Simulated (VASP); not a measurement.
# Mn3O (P6_3/mmc) in VASP: single point with PBE

Aim: the single point of Mn3O with PBE.

Program: VASP 6.6.1. These are calculated values, not measurements. Logs are shortened: lines on timing, memory, paths and dates and some standing lists are left out, and cuts for length are marked.

## Step 1: The cell of the first run

The structure is hexagonal, space group P6_3/mmc (No. 194). The conventional cell has a = 4.939 Å, b = 4.939 Å, c = 4.026 Å, α = 90.00°, β = 90.00°, γ = 120.00°. Within 3.2 Å of Mn (site symmetry mm2) lie 8 Mn at 2.41 to 2.53 Å and 4 O at 2.45 to 2.47 Å. O (site symmetry -6m2) has 12 Mn at 2.45 to 2.47 Å within 3.2 Å.

## Step 2: Single point, PBE, collinear spin, ferromagnetic start (Te replaced by O, lengths x 0.922, strained)

The input, INCAR:

```
  PREC = Accurate
  ENCUT = 520
  EDIFF = 1E-7
  ISMEAR = 0
  SIGMA = 0.1
  LREAL = False
  LASPH = True
  NELM = 150
  ALGO = Fast
  ISIF = 2
  LWAVE = False
  LCHARG = False
  ISPIN = 2
  MAGMOM = 4 4 4 4 4 4 0 0
  LORBIT = 11
  LMAXMIX = 4
  GGA = PE
  NBANDS = 59
```

The input, KPOINTS:

```
regular mesh
0
Gamma
  6 6 4
```

The input, POSCAR:

```
Mn3O
1.0
    4.9391416790      0.0000000000      0.0000000000
   -2.4695708395      4.2774221669      0.0000000000
    0.0000000000      0.0000000000      4.0263130047
Mn O
6 2
Direct
    0.3410882343      0.1705441172      0.7500000000
    0.8294558828      0.1705441172      0.7500000000
    0.8294558828      0.6589117657      0.7500000000
    0.6589117657      0.8294558828      0.2500000000
    0.1705441172      0.8294558828      0.2500000000
    0.1705441172      0.3410882343      0.2500000000
    0.6666666667      0.3333333333      0.2500000000
    0.3333333333      0.6666666667      0.7500000000
```

Potentials or basis: VASP PAW PBE potentials, release 64 (Mn_pv, O).

The run is started by

```console
$ cat potpaw_PBE.64/Mn_pv/POTCAR potpaw_PBE.64/O/POTCAR > POTCAR
$ mpirun -np 1 vasp_std > vasp.out
```

OUTCAR:

```text
PREC = Accurate
   ENCUT = 520
   EDIFF = 1E-7
   ISMEAR = 0
   LREAL = False
   LASPH = True
   NELM = 150
   ISIF = 2
   ISPIN = 2
   LORBIT = 11
   GGA = PE

 ion  position               nearest neighbor table
   1  0.341  0.171  0.750-   3 2.41   2 2.41   7 2.45   7 2.45   8 2.47   8 2.47   6 2.49   6 2.49
                             5 2.49   5 2.49   3 2.53   2 2.53
   2  0.829  0.171  0.750-   3 2.41   1 2.41   7 2.45   7 2.45   8 2.47   8 2.47   4 2.49   4 2.49
                             6 2.49   6 2.49   3 2.53   1 2.53
   3  0.829  0.659  0.750-   1 2.41   2 2.41   7 2.45   7 2.45   8 2.47   8 2.47   4 2.49   4 2.49
                             5 2.49   5 2.49   2 2.53   1 2.53
   4  0.659  0.829  0.250-   6 2.41   5 2.41   8 2.45   8 2.45   7 2.47   7 2.47   3 2.49   3 2.49
                             2 2.49   2 2.49   6 2.53   5 2.53
   5  0.171  0.829  0.250-   6 2.41   4 2.41   8 2.45   8 2.45   7 2.47   7 2.47   1 2.49   1 2.49
                             3 2.49   3 2.49   6 2.53   4 2.53
   6  0.171  0.341  0.250-   4 2.41   5 2.41   8 2.45   8 2.45   7 2.47   7 2.47   1 2.49   1 2.49
                             2 2.49   2 2.49   5 2.53   4 2.53
   7  0.667  0.333  0.250-   2 2.45   2 2.45   3 2.45   3 2.45   1 2.45   1 2.45   4 2.47   5 2.47
                             5 2.47   4 2.47   6 2.47   6 2.47
   8  0.333  0.667  0.750-   5 2.45   5 2.45   6 2.45   6 2.45   4 2.45   4 2.45   1 2.47   2 2.47
                             2 2.47   1 2.47   3 2.47   3 2.47

  LATTYP: Found a hexagonal cell.
 ALAT       =     4.9391416790
 C/A-ratio  =     0.8151847561

  Lattice vectors:

 A1 = (   4.9391416790,   0.0000000000,   0.0000000000)
 A2 = (  -2.4695708395,   4.2774221669,   0.0000000000)
 A3 = (   0.0000000000,   0.0000000000,   4.0263130047)

Analysis of symmetry for initial positions (statically):
=====================================================================
 Subroutine PRICEL returns:
 Original cell was already a primitive cell.

 Routine SETGRP: Setting up the symmetry group for a
 hexagonal supercell.

 Subroutine GETGRP returns: Found 24 space group operations
 (whereof 12 operations were pure point group operations)
 out of a pool of 24 trial point group operations.

The static configuration has the point symmetry D_3d.
 The point group associated with its full space group is D_6h.

Analysis of symmetry for dynamics (positions and initial velocities):
=====================================================================
 Subroutine PRICEL returns:
 Original cell was already a primitive cell.

 Routine SETGRP: Setting up the symmetry group for a
 hexagonal supercell.

 Subroutine GETGRP returns: Found 24 space group operations
 (whereof 12 operations were pure point group operations)
 out of a pool of 24 trial point group operations.

The dynamic configuration has the point symmetry D_3d.
 The point group associated with its full space group is D_6h.

Analysis of structural, dynamic, and magnetic symmetry:
=====================================================================
 Subroutine PRICEL returns:
 Original cell was already a primitive cell.

 Routine SETGRP: Setting up the symmetry group for a
 hexagonal supercell.

 Subroutine GETGRP returns: Found 24 space group operations
 (whereof 12 operations were pure point group operations)
 out of a pool of 24 trial point group operations.

The overall configuration has the point symmetry D_3d.
 The point group associated with its full space group is D_6h.

 Subroutine INISYM returns: Found 24 space group operations
 (whereof 12 operations are pure point group operations),
 and found     1 'primitive' translations

----------------------------------------------------------------------------------------

                                     Primitive cell

  volume of cell :      85.0631

  direct lattice vectors                    reciprocal lattice vectors
     4.939141679  0.000000000  0.000000000     0.202464328  0.116892834  0.000000000
    -2.469570839  4.277422167  0.000000000     0.000000000  0.233785668  0.000000000
     0.000000000  0.000000000  4.026313005     0.000000000  0.000000000  0.248366185

  length of vectors
     4.939141679  4.939141679  4.026313005     0.233785668  0.233785668  0.248366185

  position of ions in fractional coordinates (direct lattice)
     0.341088234  0.170544117  0.750000000
     0.829455883  0.170544117  0.750000000
     0.829455883  0.658911766  0.750000000
     0.658911766  0.829455883  0.250000000
[... 77 lines left out ...]
   ISPIN  =      2    spin polarized calculation?
   LNONCOLLINEAR =      F non collinear calculations
   LSORBIT =      F    spin-orbit coupling
   LASPH  =      T    aspherical Exc in radial PAW
   ENCUT  =  520.0 eV  38.22 Ry    6.18 a.u.   9.18  9.18  7.49*2*pi/ulx,y,z
   NELM   =    150;   NELMIN=  2; NELMDL= -5     # of ELM steps
   EDIFF  = 0.1E-06   stopping-criterion for ELM
   LREAL  =      F    real-space projection
   EDIFFG = 0.1E-05   stopping-criterion for IOM
   NSW    =      0    number of steps for IOM
   IBRION =     -1    ionic relax: 0-MD 1-quasi-New 2-CG
   NFREE  =      0    steps in history (QN), initial steepest desc. (CG)
   ISIF   =      2    stress and relaxation
   ISYM   =      2    0-nonsym 1-usesym 2-fastsym
   POTIM  = 0.5000    time-step for ionic-motion
   TEBEG  =    0.0;   TEEND  =   0.0 temperature during run
   PSTRESS=    0.0 pullay stress
   NELECT =      90.0000    total number of electrons
   NUPDOWN=      -1.0000    fix difference up-down
   EMIN   =  10.00;   EMAX   =-10.00  energy-range for DOS
   EFERMI =   0.00;   METHOD = LEGACY
   ISMEAR =     0;   SIGMA  =   0.10  broadening in eV -4-tet -1-fermi 0-gaus
   EFERMI_NEDOS =   21; number of points for ismear=-14 and -15
   IALGO  =     68    algorithm
   IMIX   =      4    mixing-type and parameters
     AMIX     =   0.40;   BMIX     =  1.00
     AMIX_MAG =   1.60;   BMIX_MAG =  1.00
  volume/ion in A,a.u.               =      10.63        71.75
  Fermi-wavevector in a.u.,A,eV,Ry     =   1.668176  3.152396 37.862460  2.782812
  Thomas-Fermi vector in A             =   2.754069
   LORBIT       =     11    0 simple, 1 ext, 2 COOP (PROOUT), +10 PAW based schemes
   GGA     = PE    functional components
   LHFCALC =     F    Hartree Fock is set to
   AEXX    =    0.0000 exact exchange contribution
   IVDW    =     0    specifies the selected vdW correction
   LEPSILON=     F    determine dielectric tensor
   LRPA    =     F    only Hartree local field effects (RPA)
 spin polarized calculation
 RMM-DIIS sequential band-by-band and
 Gauss-broadening in eV      SIGMA  =   0.10
  energy-cutoff  :      520.00
  volume of cell :       85.06
 maximum number of plane-waves:      2313
 NGX is ok and might be reduce to    40
   NGX = 19   NGY = 19   NGZ = 15

 number of electron      90.0000084 magnetization      10.2437134

 number of electron      90.0000084 magnetization       9.9275323

 Free energy of the ion-electron system (eV)
  ---------------------------------------------------
  ext. energy  EPLUGINS =         0.00000000
  ---------------------------------------------------
  free energy    TOTEN  =       -59.87645580 eV

  energy without entropy =      -59.83131480  energy(sigma->0) =      -59.85388530

 E-fermi :   9.1407     XC(G=0): -13.1862

 val. band max:        9.1352904762   @ k =   0.5000  -0.0000   0.0000
 cond. band min:       9.1431761270   @ k =   0.0000   0.0000   0.0000
 fundamental gap:      0.0078856508
 Fermi energy:         9.1407149629

 spin component 1

 k-point     1 :       0.0000    0.0000    0.0000
  band No.  band energies     occupation
      1     -39.8137      1.00000
      2     -39.7055      1.00000
      3     -39.6945      1.00000
      4     -39.5970      1.00000
      5     -39.5970      1.00000
      6     -39.5612      1.00000
[... 1249 lines left out ...]
     56      10.0656      0.00000
     57      11.2206      0.00000
 Fermi energy:         9.1407149629

 spin component 2

 k-point     1 :       0.0000    0.0000    0.0000
  band No.  band energies     occupation
      1     -38.2403      1.00000
      2     -38.1126      1.00000
      3     -38.0917      1.00000
      4     -37.8864      1.00000
      5     -37.8864      1.00000
      6     -37.8100      1.00000
[... 1249 lines left out ...]
     56      11.3721      0.00000
     57      12.0034      0.00000
 [bands above 57 left out]

------------------------ aborting loop because EDIFF is reached ----------------------------------------

  FORCE on cell =-STRESS in cart. coord.  units (eV):
  Direction    XX          YY          ZZ          XY          YZ          ZX
  --------------------------------------------------------------------------------------
  -------------------------------------------------------------------------------------
  Total        0.8286294      0.8286294     -5.3448800      0.0000000      0.0000000      0.0000000
  in kB       15.6073716     15.6073716   -100.6717011      0.0000000      0.0000000      0.0000000
  external PRESSURE =     -23.1523193 kB  Pullay stress =       0.0000000 kB

 VOLUME and BASIS-vectors are now :
 -----------------------------------------------------------------------------
  energy-cutoff  :      520.00
  volume of cell :       85.06
      direct lattice vectors                 reciprocal lattice vectors
     4.939141679  0.000000000  0.000000000     0.202464328  0.116892834  0.000000000
    -2.469570839  4.277422167  0.000000000     0.000000000  0.233785668  0.000000000
     0.000000000  0.000000000  4.026313005     0.000000000  0.000000000  0.248366185

 POSITION                                       TOTAL-FORCE (eV/Angst)
 -----------------------------------------------------------------------------------
      1.26351      0.72949      3.01973        -0.764072     -0.441137     -0.000000
      3.67563      0.72949      3.01973         0.764072     -0.441137      0.000000
      2.46957      2.81844      3.01973        -0.000000      0.882274      0.000000
      1.20606      3.54793      1.00658         0.764072      0.441137      0.000000
     -1.20606      3.54793      1.00658        -0.764072      0.441137     -0.000000
      0.00000      1.45898      1.00658        -0.000000     -0.882274     -0.000000
      2.46957      1.42581      1.00658        -0.000000      0.000000      0.000000
     -0.00000      2.85161      3.01973        -0.000000      0.000000      0.000000
 -----------------------------------------------------------------------------------
    total drift:                               -0.000001      0.000000     -0.000000

  FREE ENERGIE OF THE ION-ELECTRON SYSTEM (eV)
  ---------------------------------------------------
  free  energy   TOTEN  =       -59.8764557958 eV

  energy  without entropy=      -59.8313148021  energy(sigma->0) =      -59.85388530

 total charge

# of ion       s       p       d       tot
------------------------------------------
    1        0.353   6.251   5.217  11.820
    2        0.353   6.251   5.217  11.820
    3        0.353   6.251   5.217  11.820
    4        0.353   6.251   5.217  11.820
    5        0.353   6.251   5.217  11.820
    6        0.353   6.251   5.217  11.820
    7        1.620   3.197   0.000   4.816
    8        1.620   3.197   0.000   4.816
--------------------------------------------------
tot          5.357  43.897  31.302  80.555

 magnetization (x)

# of ion       s       p       d       tot
------------------------------------------
    1       -0.004   0.008   1.571   1.575
    2       -0.004   0.008   1.571   1.575
    3       -0.004   0.008   1.571   1.575
    4       -0.004   0.008   1.571   1.575
    5       -0.004   0.008   1.571   1.575
    6       -0.004   0.008   1.571   1.575
    7        0.016   0.073   0.000   0.089
    8        0.016   0.073   0.000   0.089
--------------------------------------------------
tot          0.009   0.194   9.429   9.631
```

Run time: 5.1 min. Hardware: 1 thread of Intel Xeon Platinum 8488C (Sapphire Rapids), shared host; peak memory 0.33 GiB.

What came out:

- Free energy: -59.8765 eV
- Pressure: -2.3 GPa
- Largest force: 0.882 eV/Å
- Net moment: 9.93 μB per cell
- Site moments: Mn +1.57; O +0.09 μB
- Valence electrons inside the program's atomic spheres: Mn 11.82; O 4.82

Forces in eV/Å, atoms in the order of the input:
```
Mn  -0.764 -0.441  0.000
Mn   0.764 -0.441  0.000
Mn   0.000  0.882  0.000
Mn   0.764  0.441  0.000
Mn  -0.764  0.441  0.000
Mn   0.000 -0.882  0.000
O    0.000  0.000  0.000
O    0.000  0.000  0.000
```

Levels at points of the mesh, in eV from the Fermi level:
Spin up:
```csv
k point,band 48,band 49,band 50,band 51,band 52,band 53
"(0.00, 0.00, 0.00)",0.00,0.00,0.16,0.28,0.28,0.92
"(0.50, 0.00, 0.00)",-0.04,-0.01,0.04,0.13,0.21,0.28
"(0.00, 0.00, 0.50)",-0.01,-0.01,-0.01,0.34,0.34,0.96
"(0.50, 0.00, 0.50)",-0.46,-0.19,-0.19,-0.04,-0.04,0.36
```
Spin down:
| k point | band 37 | band 38 | band 39 | band 40 | band 41 | band 42 | band 43 | band 44 |
| --- | --- | --- | --- | --- | --- | --- | --- | --- |
| (0.00, 0.00, 0.00) | -0.55 | -0.44 | -0.44 | -0.24 | 0.28 | 0.53 | 0.53 | 1.71 |
| (0.50, 0.00, 0.00) | -0.59 | -0.49 | -0.33 | -0.15 | -0.09 | 0.22 | 0.42 | 0.57 |
| (0.00, 0.00, 0.50) | -1.38 | -1.38 | -0.37 | -0.37 | 0.79 | 0.79 | 1.26 | 1.26 |
| (0.50, 0.00, 0.50) | -0.63 | -0.63 | 0.17 | 0.17 | 0.32 | 0.32 | 0.47 | 0.47 |

Caveat: the k points lie up to 0.39 Å⁻¹ apart; the cell differs from its parent crystal (Te replaced by O, lengths x 0.922, strained); only a ferromagnetic start was run, and an antiferromagnetic order may lie lower in energy.
